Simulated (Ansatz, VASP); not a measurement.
# CdS: VASP beside Ansatz

```
CELL_PARAMETERS angstrom
0.00000 2.94295 2.94295
2.94295 0.00000 2.94295
2.94295 2.94295 0.00000
ATOMIC_POSITIONS crystal
Cd 0.00000 0.00000 0.00000
S 0.75000 0.75000 0.75000
```

Alike in both runs: task single point; functional LDA; k mesh 6 × 6 × 6; occupations gaussian, width 0.1 eV; no spin polarisation.

|  | VASP | Ansatz |
| --- | --- | --- |
| version | VASP 6.6.1 | Ansatz 0.2.0 |
| potentials or method | VASP PAW LDA potentials, release 64 (Cd, S), cutoff 500 eV | scalar-relativistic, plane waves, PAW |
| valence electrons in the cell | 18 | 26 |

|  | VASP | Ansatz | Ansatz less VASP |
| --- | --- | --- | --- |
| gap on the k mesh at the Fermi level (eV) | 0.83 | 0.80 | -0.027 |
| least direct gap on the mesh (eV) | 0.83 | 0.80 | -0.027 |
| pressure (GPa) | -3.5 | -3.9 | -0.40 |

LDA's correlation is that of Perdew and Zunger in VASP and of Perdew and Wang (1992) in Ansatz. VASP's potentials hold 18 valence electrons a cell and Ansatz's 26, so a difference there can come from the potentials and not from the codes.
